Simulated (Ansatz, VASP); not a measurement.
MgGaC4N4: VASP beside Ansatz

```xyz
10
Lattice="5.9363 0.0000 0.0000 0.0000 5.9363 0.0000 0.0000 0.0000 5.9363" Properties=species:S:1:pos:R:3 pbc="T T T"
Mg    2.9682    2.9682    2.9682
Ga    0.0000    0.0000    0.0000
C     1.0947    1.0947    1.0947
C     1.0947    4.8417    4.8417
C     4.8417    1.0947    4.8417
C     4.8417    4.8417    1.0947
N     1.7702    1.7702    1.7702
N     1.7702    4.1662    4.1662
N     4.1662    1.7702    4.1662
N     4.1662    4.1662    1.7702
```

Alike in both runs: task single point; functional PBE; k mesh 4 × 4 × 4; occupations gaussian, width 0.1 eV; no spin polarisation.

|  | VASP | Ansatz |
| --- | --- | --- |
| version | VASP 6.6.1 | Ansatz 0.2.0 |
| potentials or method | VASP PAW PBE potentials, release 64 (Mg_sv, Ga_d, C, N), cutoff 750 eV | scalar-relativistic, plane waves, PAW |
| valence electrons in the cell | 59 | 59 |

|  | VASP | Ansatz | Ansatz less VASP |
| --- | --- | --- | --- |
| gap on the k mesh at the Fermi level (eV) | none | none | - |
| pressure (GPa) | 2.4 | 2.2 | -0.17 |
| rms of the force components (eV/Å) | 0.398 | 0.431 | +0.0335 |

Atom by atom the forces differ by 0.198 eV/Å (rms over components). A gap of «none» marks a metal or a gap that the smearing closes.

Noted on VASP's run: the standard files for N, O and F lose accuracy on very short bonds.
